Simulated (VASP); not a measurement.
# SnSe (Fm-3m) in VASP: a series of runs, part 2 of 2

VASP 6.6.1. Earlier steps stand in the parts before.

### Step 3. Single point, r2SCAN

This run uses another cell than the first one, of 27.82 Å³/atom, 1.020 times its volume.

POSCAR

```
SnSe
1.0
    0.0000000000      3.0299343558      3.0299343558
    3.0299343558      0.0000000000      3.0299343558
    3.0299343558      3.0299343558      0.0000000000
Sn Se
1 1
Direct
    0.0000000000      0.0000000000      0.0000000000
    0.5000000000      0.5000000000      0.5000000000
```

INCAR.step1

```
SYSTEM = SnSe
  ALGO = Normal
  EDIFF = 1E-4
  ENCUT = 520
  GGA = PE
  ISMEAR = -1
  LASPH = .True.
  LCHARG = .False.
  LREAL = .False.
  LWAVE = .True.
  NBANDS = 17
  NELM = 60
  PREC = Accurate
  SIGMA = 0.05
```

INCAR.step2

```
SYSTEM = SnSe
  ALGO = Normal
  EDIFF = 1E-6
  ENCUT = 520
  ISIF = 2
  ISMEAR = -1
  ISTART = 1
  LASPH = .True.
  LCHARG = .False.
  LMIXTAU = .True.
  LREAL = .False.
  LWAVE = .False.
  METAGGA = R2SCAN
  NBANDS = 17
  NELM = 60
  PREC = Accurate
  SIGMA = 0.05
```

KPOINTS

```
k-points
0
Gamma
  8 8 8
  0 0 0
```

Potentials or basis: VASP PAW PBE potentials, release 64 (Sn_d, Se).

Command:

```
cat potpaw_PBE.64/Sn_d/POTCAR potpaw_PBE.64/Se/POTCAR > POTCAR
cp INCAR.step1 INCAR
mpirun -np 1 vasp_std > vasp.out
cp INCAR.step2 INCAR
mpirun -np 1 vasp_std > vasp.out
```

OUTCAR:

```text
SYSTEM = SnSe
   EDIFF = 1E-6
   ENCUT = 520
   ISIF = 2
   ISMEAR = -1
   ISTART = 1
   LASPH = .True.
   LREAL = .False.
   METAGGA = R2SCAN
   NELM = 60
   PREC = Accurate

 ion  position               nearest neighbor table
   1  0.000  0.000  0.000-   2 3.03   2 3.03   2 3.03   2 3.03   2 3.03   2 3.03
   2  0.500  0.500  0.500-   1 3.03   1 3.03   1 3.03   1 3.03   1 3.03   1 3.03

  LATTYP: Found a face centered cubic cell.
 ALAT       =     6.0598687116

  Lattice vectors:

 A1 = (   0.0000000000,   3.0299343558,   3.0299343558)
 A2 = (   3.0299343558,   0.0000000000,   3.0299343558)
 A3 = (   3.0299343558,   3.0299343558,   0.0000000000)

Analysis of symmetry for initial positions (statically):
=====================================================================
 Subroutine PRICEL returns:
 Original cell was already a primitive cell.

 Routine SETGRP: Setting up the symmetry group for a
 face centered cubic supercell.

 Subroutine GETGRP returns: Found 48 space group operations
 (whereof 48 operations were pure point group operations)
 out of a pool of 48 trial point group operations.

The static configuration has the point symmetry O_h .

Analysis of symmetry for dynamics (positions and initial velocities):
[... 157 lines left out ...]

 E-fermi :   5.6805     XC(G=0): -10.0929

 val. band max:        5.4986120320   @ k =   0.5000   0.0000   0.0000
 cond. band min:       5.8641694635   @ k =   0.5000   0.0000   0.0000
 fundamental gap:      0.3655574315
 Fermi energy:         5.6805416892

 k-point     1 :       0.0000    0.0000    0.0000
  band No.  band energies     occupation
      1     -17.0671      2.00000
      2     -17.0671      2.00000
      3     -17.0658      2.00000
      4     -17.0658      2.00000
      5     -17.0658      2.00000
      6      -9.0977      2.00000
[... 457 lines left out ...]
      4     -17.0577      2.00000
      5     -17.0529      2.00000
      6      -8.0206      2.00000
[... 9 lines left out ...]
     16      16.6333      0.00000
     17      16.6488      0.00000

 [... further k-points ...]

------------------------ aborting loop because EDIFF is reached ----------------------------------------

  FORCE on cell =-STRESS in cart. coord.  units (eV):
  Direction    XX          YY          ZZ          XY          YZ          ZX
  --------------------------------------------------------------------------------------
  -------------------------------------------------------------------------------------
  Total       -0.3924737     -0.3924737     -0.3924737     -0.0000000      0.0000000      0.0000000
  in kB      -11.3029417    -11.3029417    -11.3029417     -0.0000000      0.0000000      0.0000000
  external PRESSURE =     -11.3029417 kB  Pullay stress =       0.0000000 kB

 VOLUME and BASIS-vectors are now :
 -----------------------------------------------------------------------------
  energy-cutoff  :      520.00
  volume of cell :       55.63
      direct lattice vectors                 reciprocal lattice vectors
     0.000000000  3.029934356  3.029934356    -0.165020077  0.165020077  0.165020077
     3.029934356  0.000000000  3.029934356     0.165020077 -0.165020077  0.165020077
     3.029934356  3.029934356  0.000000000     0.165020077  0.165020077 -0.165020077

 POSITION                                       TOTAL-FORCE (eV/Angst)
 -----------------------------------------------------------------------------------
      0.00000      0.00000      0.00000        -0.000000      0.000000      0.000000
      3.02993      3.02993      3.02993         0.000000     -0.000000     -0.000000
 -----------------------------------------------------------------------------------
    total drift:                                0.000000     -0.000000     -0.000000

  FREE ENERGIE OF THE ION-ELECTRON SYSTEM (eV)
  ---------------------------------------------------
  free  energy   TOTEN  =       -39.8747887518 eV

  energy  without entropy=      -39.8745981701  energy(sigma->0) =      -39.87469346
```

OUTCAR.step1:

```text
SYSTEM = SnSe
   EDIFF = 1E-4
   ENCUT = 520
   GGA = PE
   ISMEAR = -1
   LASPH = .True.
   LREAL = .False.
[... 699 lines left out ...]
      0.00000      0.00000      0.00000        -0.000000      0.000000      0.000000
      3.02993      3.02993      3.02993         0.000000      0.000000     -0.000000
 -----------------------------------------------------------------------------------
    total drift:                                0.000000     -0.000000     -0.000000

  FREE ENERGIE OF THE ION-ELECTRON SYSTEM (eV)
  ---------------------------------------------------
  free  energy   TOTEN  =        -8.2220068483 eV

  energy  without entropy=       -8.2219287602  energy(sigma->0) =       -8.22196780
```

Run time: 69 s. Hardware: 1 thread of Intel Xeon Platinum 8259CL at 2.50GHz (Skylake/Cascade Lake), shared host; peak memory 0.19 GiB.

What came out:

| Property | Result |
| --- | --- |
| Free energy | -39.8748 eV |
| Pressure | -1.1 GPa |
| Band gap on the k mesh | 0.37 eV, direct |

Caveat: the PAW data sets were made with another functional, which shifts forces and pressure a little; spin-orbit coupling is left out, which moves the levels of the heavy elements.

### Step 4. Single point, r2SCAN

This run uses another cell than the first one, of 28.36 Å³/atom, 1.040 times its volume.

POSCAR

```
SnSe
1.0
    0.0000000000      3.0496098055      3.0496098055
    3.0496098055      0.0000000000      3.0496098055
    3.0496098055      3.0496098055      0.0000000000
Sn Se
1 1
Direct
    0.0000000000      0.0000000000      0.0000000000
    0.5000000000      0.5000000000      0.5000000000
```

INCAR.step1

```
SYSTEM = SnSe
ALGO = Normal ; EDIFF = 1E-4
ENCUT = 520 ; GGA = PE
ISMEAR = -1 ; LASPH = .TRUE.
LCHARG = .FALSE. ; LREAL = .FALSE.
LWAVE = .TRUE. ; NBANDS = 17
NELM = 60 ; PREC = Accurate
SIGMA = 0.05
```

INCAR.step2

```
SYSTEM = SnSe
ALGO = Normal ; EDIFF = 1E-6
ENCUT = 520 ; ISIF = 2
ISMEAR = -1 ; ISTART = 1
LASPH = .TRUE. ; LCHARG = .FALSE.
LMIXTAU = .TRUE. ; LREAL = .FALSE.
LWAVE = .FALSE. ; METAGGA = R2SCAN
NBANDS = 17 ; NELM = 60
PREC = Accurate ; SIGMA = 0.05
```

KPOINTS

```
k-points
0
G
  8 8 8
  0 0 0
```

Potentials or basis: VASP PAW PBE potentials, release 64 (Sn_d, Se).

Command:

```
cat potpaw_PBE.64/Sn_d/POTCAR potpaw_PBE.64/Se/POTCAR > POTCAR
cp INCAR.step1 INCAR
mpirun -np 1 vasp_std > vasp.out
cp INCAR.step2 INCAR
mpirun -np 1 vasp_std > vasp.out
```

OUTCAR:

```text
SYSTEM = SnSe
   EDIFF = 1E-6
   ENCUT = 520
   ISIF = 2
   ISMEAR = -1
   ISTART = 1
   LASPH = .TRUE.
   LREAL = .FALSE.
   METAGGA = R2SCAN
   NELM = 60
   PREC = Accurate

 ion  position               nearest neighbor table
   1  0.000  0.000  0.000-   2 3.05   2 3.05   2 3.05   2 3.05   2 3.05   2 3.05
   2  0.500  0.500  0.500-   1 3.05   1 3.05   1 3.05   1 3.05   1 3.05   1 3.05

  LATTYP: Found a face centered cubic cell.
 ALAT       =     6.0992196110

  Lattice vectors:

 A1 = (   0.0000000000,   3.0496098055,   3.0496098055)
 A2 = (   3.0496098055,   0.0000000000,   3.0496098055)
 A3 = (   3.0496098055,   3.0496098055,   0.0000000000)

Analysis of symmetry for initial positions (statically):
=====================================================================
 Subroutine PRICEL returns:
 Original cell was already a primitive cell.

 Routine SETGRP: Setting up the symmetry group for a
 face centered cubic supercell.

 Subroutine GETGRP returns: Found 48 space group operations
[... 9 lines left out ...]

 Routine SETGRP: Setting up the symmetry group for a
 face centered cubic supercell.

 Subroutine GETGRP returns: Found 48 space group operations
[... 11 lines left out ...]
                                     Primitive cell

  volume of cell :      56.7235

  direct lattice vectors                    reciprocal lattice vectors
     0.000000000  3.049609805  3.049609805    -0.163955401  0.163955401  0.163955401
     3.049609805  0.000000000  3.049609805     0.163955401 -0.163955401  0.163955401
     3.049609805  3.049609805  0.000000000     0.163955401  0.163955401 -0.163955401

  length of vectors
     4.312799547  4.312799547  4.312799547     0.283979086  0.283979086  0.283979086

  position of ions in fractional coordinates (direct lattice)
     0.000000000  0.000000000  0.000000000
     0.500000000  0.500000000  0.500000000

  ion indices of the primitive-cell ions
   primitive index   ion index
                 1           1
                 2           2

----------------------------------------------------------------------------------------

 KPOINTS: k-points

Automatic generation of k-mesh.
 Grid dimensions read from file:
 generate k-points for:    8    8    8

 Generating k-lattice:

  Cartesian coordinates                     Fractional coordinates (reciprocal lattice)
    -0.020494425  0.020494425  0.020494425     0.125000000  0.000000000  0.000000000
     0.020494425 -0.020494425  0.020494425     0.000000000  0.125000000  0.000000000
     0.020494425  0.020494425 -0.020494425     0.000000000  0.000000000  0.125000000

  Length of vectors
     0.035497386  0.035497386  0.035497386

  Shift w.r.t. Gamma in fractional coordinates (k-lattice)
     0.000000000  0.000000000  0.000000000

 Subroutine IBZKPT returns following result:
 ===========================================

 Found     29 irreducible k-points:

 Following reciprocal coordinates:
            Coordinates               Weight
  0.000000  0.000000  0.000000      1.000000
  0.125000  0.000000  0.000000      8.000000
  0.250000  0.000000  0.000000      8.000000
  0.375000  0.000000  0.000000      8.000000
  0.500000  0.000000  0.000000      4.000000
  0.125000  0.125000  0.000000      6.000000
[... 16 lines left out ...]
  0.500000  0.250000  0.125000     48.000000
 -0.375000  0.250000  0.125000     24.000000
 [... further k-points ...]
   k-points           NKPTS =     29   k-points in BZ     NKDIM =     29   number of bands    NBANDS=     17
   number of dos      NEDOS =    301   number of ions     NIONS =      2
   total plane-waves  NPLWV =  32768
   dimension x,y,z NGX =    32 NGY =   32 NGZ =   32
   dimension x,y,z NGXF=    64 NGYF=   64 NGZF=   64
   ions per type =               1   1
   NGX,Y,Z   is equivalent  to a cutoff of  12.34, 12.34, 12.34 a.u.
   NGXF,Y,Z  is equivalent  to a cutoff of  24.67, 24.67, 24.67 a.u.
 SYSTEM =  SnSe
   PREC   = accura    normal or accurate (medium, high low for compatibility)
   ISTART =      1    job   : 0-new  1-cont  2-samecut
   ICHARG =      0    charge: 1-file 2-atom 10-const
   ISPIN  =      1    spin polarized calculation?
   LNONCOLLINEAR =      F non collinear calculations
   LSORBIT =      F    spin-orbit coupling
   LASPH  =      T    aspherical Exc in radial PAW
   ENCUT  =  520.0 eV  38.22 Ry    6.18 a.u.   8.02  8.02  8.02*2*pi/ulx,y,z
   NELM   =     60;   NELMIN=  2; NELMDL=  0     # of ELM steps
   EDIFF  = 0.1E-05   stopping-criterion for ELM
   LREAL  =      F    real-space projection
   EDIFFG = 0.1E-04   stopping-criterion for IOM
   NSW    =      0    number of steps for IOM
   IBRION =     -1    ionic relax: 0-MD 1-quasi-New 2-CG
   NFREE  =      0    steps in history (QN), initial steepest desc. (CG)
   ISIF   =      2    stress and relaxation
   ISYM   =      2    0-nonsym 1-usesym 2-fastsym
   POTIM  = 0.5000    time-step for ionic-motion
   TEBEG  =    0.0;   TEEND  =   0.0 temperature during run
   PSTRESS=    0.0 pullay stress
   NELECT =      20.0000    total number of electrons
   NUPDOWN=      -1.0000    fix difference up-down
   EMIN   =  10.00;   EMAX   =-10.00  energy-range for DOS
   EFERMI =   0.00;   METHOD = LEGACY
   ISMEAR =    -1;   SIGMA  =   0.05  broadening in eV -4-tet -1-fermi 0-gaus
   EFERMI_NEDOS =   21; number of points for ismear=-14 and -15
   IALGO  =     38    algorithm
   IMIX   =      4    mixing-type and parameters
     AMIX     =   0.40;   BMIX     =  1.00
     AMIX_MAG =   1.60;   BMIX_MAG =  1.00
  volume/ion in A,a.u.               =      28.36       191.39
  Fermi-wavevector in a.u.,A,eV,Ry     =   1.156549  2.185560 18.199216  1.337605
  Thomas-Fermi vector in A             =   2.293168
   LORBIT       =      0    0 simple, 1 ext, 2 COOP (PROOUT), +10 PAW based schemes
   METAGGA = R2SCAN    functional components
   LHFCALC =     F    Hartree Fock is set to
   AEXX    =    0.0000 exact exchange contribution
   IVDW    =     0    specifies the selected vdW correction
   LEPSILON=     F    determine dielectric tensor
   LRPA    =     F    only Hartree local field effects (RPA)
 non-spin polarized calculation
  energy-cutoff  :      520.00
  volume of cell :       56.72
 maximum number of plane-waves:      1542
   NGX = 17   NGY = 17   NGZ = 17

 number of electron      19.9999992 magnetization

 Free energy of the ion-electron system (eV)
  ---------------------------------------------------
  ext. energy  EPLUGINS =         0.00000000
  ---------------------------------------------------
  free energy    TOTEN  =       -39.86424738 eV

  energy without entropy =      -39.86390350  energy(sigma->0) =      -39.86407544

 E-fermi :   5.4372     XC(G=0):  -9.9985

 val. band max:        5.2966679887   @ k =   0.5000   0.0000   0.0000
 cond. band min:       5.5782542407   @ k =   0.5000   0.0000   0.0000
 fundamental gap:      0.2815862521
 Fermi energy:         5.4372145528

 k-point     1 :       0.0000    0.0000    0.0000
  band No.  band energies     occupation
      1     -17.2859      2.00000
      2     -17.2859      2.00000
      3     -17.2856      2.00000
      4     -17.2856      2.00000
      5     -17.2856      2.00000
      6      -9.1761      2.00000
[... 9 lines left out ...]
     16      11.3677      0.00000
     17      13.5535      0.00000

 k-point     2 :       0.1250    0.0000    0.0000
  band No.  band energies     occupation
      1     -17.2870      2.00000
      2     -17.2870      2.00000
      3     -17.2853      2.00000
      4     -17.2841      2.00000
      5     -17.2841      2.00000
      6      -9.0705      2.00000
[... 9 lines left out ...]
     16      11.7314      0.00000
     17      14.5753      0.00000

 k-point     3 :       0.2500    0.0000    0.0000
  band No.  band energies     occupation
      1     -17.2896      2.00000
      2     -17.2896      2.00000
      3     -17.2845      2.00000
      4     -17.2802      2.00000
      5     -17.2802      2.00000
      6      -8.7877      2.00000
[... 392 lines left out ...]
 k-point    23 :       0.5000    0.2500    0.1250
  band No.  band energies     occupation
      1     -17.2976      2.00000
      2     -17.2882      2.00000
      3     -17.2837      2.00000
      4     -17.2770      2.00000
      5     -17.2749      2.00000
      6      -8.2807      2.00000
[... 9 lines left out ...]
     16      15.1636      0.00000
     17      16.5620      0.00000

 k-point    24 :      -0.3750    0.2500    0.1250
  band No.  band energies     occupation
      1     -17.2984      2.00000
      2     -17.2891      2.00000
      3     -17.2813      2.00000
      4     -17.2781      2.00000
      5     -17.2737      2.00000
      6      -8.1488      2.00000
[... 9 lines left out ...]
     16      16.3726      0.00000
     17      16.3779      0.00000

 [... further k-points ...]
[... 5 lines left out ...]
  --------------------------------------------------------------------------------------
  -------------------------------------------------------------------------------------
  Total       -0.7209053     -0.7209053     -0.7209053      0.0000000      0.0000000     -0.0000000
  in kB      -20.3622594    -20.3622594    -20.3622594      0.0000000      0.0000000     -0.0000000
  external PRESSURE =     -20.3622594 kB  Pullay stress =       0.0000000 kB

 VOLUME and BASIS-vectors are now :
 -----------------------------------------------------------------------------
  energy-cutoff  :      520.00
  volume of cell :       56.72
      direct lattice vectors                 reciprocal lattice vectors
     0.000000000  3.049609805  3.049609805    -0.163955401  0.163955401  0.163955401
     3.049609805  0.000000000  3.049609805     0.163955401 -0.163955401  0.163955401
     3.049609805  3.049609805  0.000000000     0.163955401  0.163955401 -0.163955401

 POSITION                                       TOTAL-FORCE (eV/Angst)
 -----------------------------------------------------------------------------------
      0.00000      0.00000      0.00000         0.000000      0.000000     -0.000000
      3.04961      3.04961      3.04961         0.000000      0.000000      0.000000
 -----------------------------------------------------------------------------------
    total drift:                                0.000000     -0.000000     -0.000000

  FREE ENERGIE OF THE ION-ELECTRON SYSTEM (eV)
  ---------------------------------------------------
  free  energy   TOTEN  =       -39.8642473790 eV

  energy  without entropy=      -39.8639035045  energy(sigma->0) =      -39.86407544
```

Wall time 76 s (1 thread of Intel Xeon Platinum 8259CL at 2.50GHz (Skylake/Cascade Lake), shared host); peak memory 0.19 GiB.

What came out:

| Quantity | Value |
| --- | --- |
| Free energy | -39.8642 eV |
| Pressure | -2.0 GPa |
| Band gap on the k mesh | 0.28 eV, direct |

Caveat: the PAW data sets were made with another functional, which shifts forces and pressure a little; spin-orbit coupling is left out, which moves the levels of the heavy elements.

### Step 5. The runs side by side

```csv
cell,gap on the mesh (eV),pressure (GPa)
"a = 4.257 Å, angles 60.0°, 2 atoms",0.45,-0.1
"a = 4.285 Å, angles 60.0°, 2 atoms",0.37,-1.1
"a = 4.313 Å, angles 60.0°, 2 atoms",0.28,-2.0
```

Alike in all rows: task single point; level r2SCAN; potentials or basis VASP PAW PBE potentials, release 64 (Sn_d, Se); no spin polarisation; k mesh 8 × 8 × 8; cutoff (eV) 520; smearing fermi-dirac 0.05 eV.

Caveats: the PAW data sets were made with another functional, which shifts forces and pressure a little; spin-orbit coupling is left out, which moves the levels of the heavy elements.

Absolute energies hang on the potentials; compare differences alone.
